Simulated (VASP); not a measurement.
# C18S in VASP: single point with PBE+D3(BJ)

Aim: the single point of C18S with PBE+D3(BJ).

Program: VASP 6.6.1. These are calculated values, not measurements. Logs are shortened: lines on timing, memory, paths and dates and some standing lists are left out, and cuts for length are marked.

**1. The cell of the first run**

The cell holds a slab with vacuum, 19 atoms: a = 7.398 Å, b = 7.398 Å, c = 13.000 Å, α = 90.00°, β = 90.00°, γ = 120.00°.

**2. Single point, PBE+D3(BJ), collinear spin, zero start**

Contents of INCAR:

```
SYSTEM = C18S
PREC = Accurate ; ENCUT = 520
EDIFF = 1E-6 ; ISMEAR = -1
SIGMA = 0.05 ; LREAL = .False.
LASPH = .True. ; NELM = 200
ALGO = Normal ; ISIF = 2
LWAVE = .False. ; LCHARG = .False.
ISPIN = 2 ; MAGMOM = 0 0 0 0 0 0 0 0 0 0 0 0 0 0 0 0 0 0 0
LORBIT = 11 ; GGA = PE
IVDW = 12 ; NBANDS = 58
GGA_COMPAT = .False. ; NELMDL = -8
```

Contents of KPOINTS:

```
Automatic mesh
0
Gamma
  2 2 1
  0 0 0
```

Contents of POSCAR:

```
C18S
1.0
    7.3980000000      0.0000000000      0.0000000000
   -3.6990000000      6.4068560000      0.0000000000
    0.0000000000      0.0000000000     13.0000000000
C S
18 1
Direct
    0.0069897284      0.0019432308      0.0710606154
    0.2274438958      0.1117969563      0.0721133846
    0.0056049513      0.3331250148      0.0710139231
    0.2281241641      0.4446560060      0.0695810769
    0.0044102076      0.6681929483      0.0697096154
    0.2272595204      0.7800762184      0.0712920769
    0.3360625387     -0.0013042278      0.0766088462
    0.5598281961      0.1124347106      0.0923835385
    0.3384153163      0.3343207651      0.0724383077
    0.5609574624      0.4452779959      0.0729220000
    0.3395174612      0.6670830435      0.0709222308
    0.5574056074      0.7732543076      0.0751004615
    0.6746532184     -0.0018655016      0.0950286154
    0.8994095442      0.1152613700      0.0747677692
    0.6739107381      0.3365043635      0.0775269231
    0.8924906874      0.4453028131      0.0719451538
    0.6708012123      0.6656910972      0.0717673077
    0.8939895187      0.7787232927      0.0716182308
    0.6384544149      1.0277936635      0.2375848462
```

Potentials or basis: VASP PAW PBE potentials, release 64 (C, S).

Started as:

```
> cat potpaw_PBE.64/C/POTCAR potpaw_PBE.64/S/POTCAR > POTCAR
> mpirun -np 1 vasp_std > vasp.out
```

OUTCAR:

```text
SYSTEM = C18S
   PREC = Accurate
   ENCUT = 520
   EDIFF = 1E-6
   ISMEAR = -1
   LREAL = .False.
   LASPH = .True.
   NELM = 200
   ISIF = 2
   ISPIN = 2
   LORBIT = 11
   GGA = PE
   IVDW = 12
   NELMDL = -8
 IVDW          = 12

 ion  position               nearest neighbor table
   1  0.007  0.002  0.071-   2 1.41  14 1.42  18 1.43
   2  0.227  0.112  0.072-   1 1.41   7 1.42   9 1.43
   3  0.006  0.333  0.071-  14 1.40   4 1.43  16 1.44
   4  0.228  0.445  0.070-   9 1.41  11 1.43   3 1.43
   5  0.004  0.668  0.070-  18 1.42   6 1.43  16 1.43
   6  0.227  0.780  0.071-   7 1.40   5 1.43  11 1.44
   7  0.336  0.999  0.077-   6 1.40   2 1.42   8 1.45
   8  0.560  0.112  0.092-   7 1.45  15 1.45  13 1.47  19 2.16
   9  0.338  0.334  0.072-   4 1.41   2 1.43  10 1.43
  10  0.561  0.445  0.073-  17 1.41  15 1.42   9 1.43
  11  0.340  0.667  0.071-  12 1.40   4 1.43   6 1.44
  12  0.557  0.773  0.075-  11 1.40  17 1.42  13 1.46
  13  0.675  0.998  0.095-  14 1.46  12 1.46   8 1.47  19 1.90
  14  0.899  0.115  0.075-   3 1.40   1 1.42  13 1.46
  15  0.674  0.337  0.078-  16 1.40  10 1.42   8 1.45
  16  0.892  0.445  0.072-  15 1.40   5 1.43   3 1.44
  17  0.671  0.666  0.072-  10 1.41  12 1.42  18 1.43
  18  0.894  0.779  0.072-   5 1.42  17 1.43   1 1.43
  19  0.638  0.028  0.238-  13 1.90   8 2.16

  LATTYP: Found a hexagonal cell.
 ALAT       =     7.3980000000
 C/A-ratio  =     1.7572316842

  Lattice vectors:

 A1 = (   7.3980000000,   0.0000000000,   0.0000000000)
 A2 = (  -3.6990000000,   6.4068560000,   0.0000000000)
 A3 = (   0.0000000000,   0.0000000000,  13.0000000000)

Analysis of symmetry for initial positions (statically):
=====================================================================
 Subroutine PRICEL returns:
 Original cell was already a primitive cell.

 Routine SETGRP: Setting up the symmetry group for a
 hexagonal supercell.

 Subroutine GETGRP returns: Found  1 space group operations
 (whereof  1 operations were pure point group operations)
 out of a pool of 24 trial point group operations.

The static configuration has the point symmetry C_1 .

Analysis of symmetry for dynamics (positions and initial velocities):
=====================================================================
 Subroutine PRICEL returns:
 Original cell was already a primitive cell.

 Routine SETGRP: Setting up the symmetry group for a
 hexagonal supercell.

 Subroutine GETGRP returns: Found  1 space group operations
 (whereof  1 operations were pure point group operations)
 out of a pool of 24 trial point group operations.

The dynamic configuration has the point symmetry C_1 .

Analysis of structural, dynamic, and magnetic symmetry:
=====================================================================
 Subroutine PRICEL returns:
 Original cell was already a primitive cell.

 Routine SETGRP: Setting up the symmetry group for a
 hexagonal supercell.

 Subroutine GETGRP returns: Found  1 space group operations
 (whereof  1 operations were pure point group operations)
 out of a pool of 24 trial point group operations.

The overall configuration has the point symmetry C_1 .

 Subroutine INISYM returns: Found  1 space group operations
 (whereof  1 operations are pure point group operations),
 and found     1 'primitive' translations

----------------------------------------------------------------------------------------

                                     Primitive cell

  volume of cell :     616.1730

  direct lattice vectors                    reciprocal lattice vectors
     7.398000000  0.000000000  0.000000000     0.135171668  0.078041398  0.000000000
    -3.699000000  6.406856000  0.000000000     0.000000000  0.156082796  0.000000000
     0.000000000  0.000000000 13.000000000     0.000000000  0.000000000  0.076923077

  length of vectors
     7.398000000  7.398000054 13.000000000     0.156082797  0.156082796  0.076923077

  position of ions in fractional coordinates (direct lattice)
     0.006989728  0.001943231  0.071060615
     0.227443896  0.111796956  0.072113385
     0.005604951  0.333125015  0.071013923
     0.228124164  0.444656006  0.069581077
     0.004410208  0.668192948  0.069709615
     0.227259520  0.780076218  0.071292077
[... 11 lines left out ...]
     0.893989519  0.778723293  0.071618231
     0.638454415  0.027793663  0.237584846

  ion indices of the primitive-cell ions
   primitive index   ion index
                 1           1
                 2           2
                 3           3
                 4           4
                 5           5
                 6           6
[... 11 lines left out ...]
                18          18
                19          19

----------------------------------------------------------------------------------------

 KPOINTS: Automatic mesh

Automatic generation of k-mesh.
 Grid dimensions read from file:
 generate k-points for:    2    2    1

 Generating k-lattice:

  Cartesian coordinates                     Fractional coordinates (reciprocal lattice)
     0.067585834  0.039020699  0.000000000     0.500000000 -0.000000000  0.000000000
     0.000000000  0.078041398  0.000000000     0.000000000  0.500000000  0.000000000
     0.000000000  0.000000000  0.076923077     0.000000000  0.000000000  1.000000000

  Length of vectors
     0.078041399  0.078041398  0.076923077

  Shift w.r.t. Gamma in fractional coordinates (k-lattice)
     0.000000000  0.000000000  0.000000000

 Subroutine IBZKPT returns following result:
 ===========================================

 Found      4 irreducible k-points:

 Following reciprocal coordinates:
            Coordinates               Weight
  0.000000  0.000000  0.000000      1.000000
  0.500000  0.000000  0.000000      1.000000
  0.000000  0.500000  0.000000      1.000000
  0.500000  0.500000  0.000000      1.000000
   k-points           NKPTS =      4   k-points in BZ     NKDIM =      4   number of bands    NBANDS=     58
   number of dos      NEDOS =    301   number of ions     NIONS =     19
   total plane-waves  NPLWV = 307328
   dimension x,y,z NGX =    56 NGY =   56 NGZ =   98
   dimension x,y,z NGXF=   112 NGYF=  112 NGZF=  196
   ions per type =              18   1
   NGX,Y,Z   is equivalent  to a cutoff of  12.58, 12.58, 12.53 a.u.
   NGXF,Y,Z  is equivalent  to a cutoff of  25.17, 25.17, 25.06 a.u.
 SYSTEM =  C18S
   PREC   = accura    normal or accurate (medium, high low for compatibility)
   ISTART =      0    job   : 0-new  1-cont  2-samecut
   ICHARG =      2    charge: 1-file 2-atom 10-const
   ISPIN  =      2    spin polarized calculation?
   LNONCOLLINEAR =      F non collinear calculations
   LSORBIT =      F    spin-orbit coupling
   LASPH  =      T    aspherical Exc in radial PAW
   ENCUT  =  520.0 eV  38.22 Ry    6.18 a.u.  13.76 13.76 24.17*2*pi/ulx,y,z
   NELM   =    200;   NELMIN=  2; NELMDL= -8     # of ELM steps
   EDIFF  = 0.1E-05   stopping-criterion for ELM
   LREAL  =      F    real-space projection
   EDIFFG = 0.1E-04   stopping-criterion for IOM
   NSW    =      0    number of steps for IOM
   IBRION =     -1    ionic relax: 0-MD 1-quasi-New 2-CG
   NFREE  =      0    steps in history (QN), initial steepest desc. (CG)
   ISIF   =      2    stress and relaxation
   ISYM   =      2    0-nonsym 1-usesym 2-fastsym
   POTIM  = 0.5000    time-step for ionic-motion
   TEBEG  =    0.0;   TEEND  =   0.0 temperature during run
   PSTRESS=    0.0 pullay stress
   NELECT =      78.0000    total number of electrons
   NUPDOWN=      -1.0000    fix difference up-down
   EMIN   =  10.00;   EMAX   =-10.00  energy-range for DOS
   EFERMI =   0.00;   METHOD = LEGACY
   ISMEAR =    -1;   SIGMA  =   0.05  broadening in eV -4-tet -1-fermi 0-gaus
   EFERMI_NEDOS =   21; number of points for ismear=-14 and -15
   IALGO  =     38    algorithm
   IMIX   =      4    mixing-type and parameters
     AMIX     =   0.40;   BMIX     =  1.00
     AMIX_MAG =   1.60;   BMIX_MAG =  1.00
  volume/ion in A,a.u.               =      32.43       218.85
  Fermi-wavevector in a.u.,A,eV,Ry     =   0.822001  1.553356  9.193253  0.675685
  Thomas-Fermi vector in A             =   1.933259
   LORBIT       =     11    0 simple, 1 ext, 2 COOP (PROOUT), +10 PAW based schemes
   GGA     = PE    functional components
   LHFCALC =     F    Hartree Fock is set to
   AEXX    =    0.0000 exact exchange contribution
   IVDW    =    12    specifies the selected vdW correction
   LEPSILON=     F    determine dielectric tensor
   LRPA    =     F    only Hartree local field effects (RPA)
 spin polarized calculation
  energy-cutoff  :      520.00
  volume of cell :      616.17
 maximum number of plane-waves:     16651
 NGX is ok and might be reduce to    56
   NGX = 27   NGY = 27   NGZ = 49

 number of electron      77.9999998 magnetization       0.0000001

 number of electron      77.9999998 magnetization      -0.0000000

 Free energy of the ion-electron system (eV)
  ---------------------------------------------------
  ext. energy  EPLUGINS =         0.00000000
  ---------------------------------------------------
  free energy    TOTEN  =      -167.42853560 eV

  energy without entropy =     -167.41171610  energy(sigma->0) =     -167.42012585

 E-fermi :  -1.8938     XC(G=0):  -3.7414

 val. band max:       -2.0044036155   @ k =   0.0000   0.0000   0.0000
 cond. band min:      -1.7786857656   @ k =   0.0000   0.0000   0.0000
 fundamental gap:      0.2257178499
 Fermi energy:        -1.8938291067

 spin component 1

 k-point     1 :       0.0000    0.0000    0.0000
  band No.  band energies     occupation
      1     -21.6502      1.00000
      2     -19.5877      1.00000
      3     -19.0042      1.00000
      4     -18.9964      1.00000
      5     -18.9428      1.00000
      6     -18.8962      1.00000
[... 43 lines left out ...]
     50       3.0732      0.00000
     51       3.6329      0.00000
[... 160 lines left out ...]
     50       3.8889      0.00000
     51       4.1698      0.00000
 Fermi energy:        -1.8938291067

 spin component 2

 k-point     1 :       0.0000    0.0000    0.0000
  band No.  band energies     occupation
      1     -21.6502      1.00000
      2     -19.5877      1.00000
      3     -19.0042      1.00000
      4     -18.9964      1.00000
      5     -18.9428      1.00000
      6     -18.8962      1.00000
[... 43 lines left out ...]
     50       3.0733      0.00000
     51       3.6330      0.00000
[... 160 lines left out ...]
     50       3.8889      0.00000
     51       4.1699      0.00000
 [bands above 51 left out]

------------------------ aborting loop because EDIFF is reached ----------------------------------------

 Edisp (eV)   -1.80242

 E8    (eV) :    -0.5699

  FORCE on cell =-STRESS in cart. coord.  units (eV):
  Direction    XX          YY          ZZ          XY          YZ          ZX
  --------------------------------------------------------------------------------------
  -------------------------------------------------------------------------------------
  Total       2.94665     2.45095    -0.57083    -0.41520     0.90695    -1.21498
  in kB       7.66190     6.37298    -1.48427    -1.07960     2.35826    -3.15920
  external pressure =        4.18 kB  Pullay stress =        0.00 kB

 VOLUME and BASIS-vectors are now :
 -----------------------------------------------------------------------------
  energy-cutoff  :      520.00
  volume of cell :      616.17
      direct lattice vectors                 reciprocal lattice vectors
     7.398000000  0.000000000  0.000000000     0.135171668  0.078041398  0.000000000
    -3.699000000  6.406856000  0.000000000     0.000000000  0.156082796  0.000000000
     0.000000000  0.000000000 13.000000000     0.000000000  0.000000000  0.076923077

 POSITION                                       TOTAL-FORCE (eV/Angst)
 -----------------------------------------------------------------------------------
      0.04452      0.01245      0.92379         0.050456     -0.025030     -0.022244
      1.26909      0.71627      0.93747         0.023896     -0.032736      0.033126
     -1.19076      2.13428      0.92318         0.028964     -0.040986     -0.040709
      0.04288      2.84885      0.90455         0.042467     -0.027300     -0.047097
     -2.43902      4.28102      0.90623         0.017354     -0.012096     -0.015373
     -1.20424      4.99784      0.92680         0.014555      0.011466      0.004675
[... 11 lines left out ...]
      3.73324      4.98917      0.93104         0.024340     -0.009832     -0.001212
      4.62048      0.17807      3.08860        -0.583487      0.436717     -0.252154
 -----------------------------------------------------------------------------------
    total drift:                                0.000652      0.000385     -0.000190

  FREE ENERGIE OF THE ION-ELECTRON SYSTEM (eV)
  ---------------------------------------------------
  free  energy   TOTEN  =      -169.2309574973 eV

  energy  without entropy=     -169.2141380014  energy(sigma->0) =     -169.22254775

 total charge

# of ion       s       p       d       tot
------------------------------------------
    1        0.863   1.799   0.000   2.662
    2        0.865   1.791   0.000   2.655
    3        0.861   1.795   0.000   2.657
    4        0.864   1.786   0.000   2.650
    5        0.862   1.786   0.000   2.648
    6        0.863   1.781   0.000   2.644
[... 11 lines left out ...]
   18        0.864   1.776   0.000   2.640
   19        1.377   2.260   0.000   3.637
--------------------------------------------------
tot         16.887  34.339   0.000  51.225

 magnetization (x)

# of ion       s       p       d       tot
------------------------------------------
    1       -0.000  -0.000   0.000  -0.000
    2        0.000   0.000   0.000   0.000
    3        0.000  -0.000   0.000  -0.000
    4        0.000   0.000   0.000   0.000
    5        0.000  -0.000   0.000  -0.000
    6        0.000   0.000   0.000   0.000
[... 11 lines left out ...]
   18        0.000   0.000   0.000   0.000
   19        0.000   0.000   0.000   0.000
--------------------------------------------------
tot          0.000  -0.000   0.000  -0.000
```

Run time: 11 min. Hardware: 1 thread of Intel Xeon 6975P-C (Granite Rapids), shared host; peak memory 0.93 GiB.

What came out:

| Property | Result |
| --- | --- |
| Free energy | -169.2310 eV |
| Largest force | 0.771 eV/Å |
| Band gap on the k mesh | 0.23 eV |
| Net moment | 0.00 μB per cell |
| Valence electrons inside the program's atomic spheres | C 2.66, 2.65, 2.64, 2.57, 2.60 (each value once); S 3.64 |
| Dispersion energy per atom | -0.095 eV |

Forces in eV/Å, atoms in the order of the input:
```
C    0.050 -0.025 -0.022
C    0.024 -0.033  0.033
C    0.029 -0.041 -0.041
C    0.042 -0.027 -0.047
C    0.017 -0.012 -0.015
C    0.015  0.011  0.005
C    0.020 -0.057  0.116
C    0.073 -0.033  0.363
C    0.024 -0.015  0.000
C    0.030 -0.013  0.015
C    0.053 -0.020 -0.053
C    0.014 -0.035 -0.134
C    0.062 -0.073  0.047
C    0.022  0.007 -0.065
C    0.053 -0.003  0.103
C    0.003 -0.019 -0.001
C    0.028 -0.040 -0.049
C    0.024 -0.010 -0.001
S   -0.583  0.437 -0.252
```

Caveat: the k points lie up to 0.49 Å⁻¹ apart; there is no dipole correction, which matters where the two faces differ; semilocal functionals underestimate gaps, and a narrow one can read as zero.
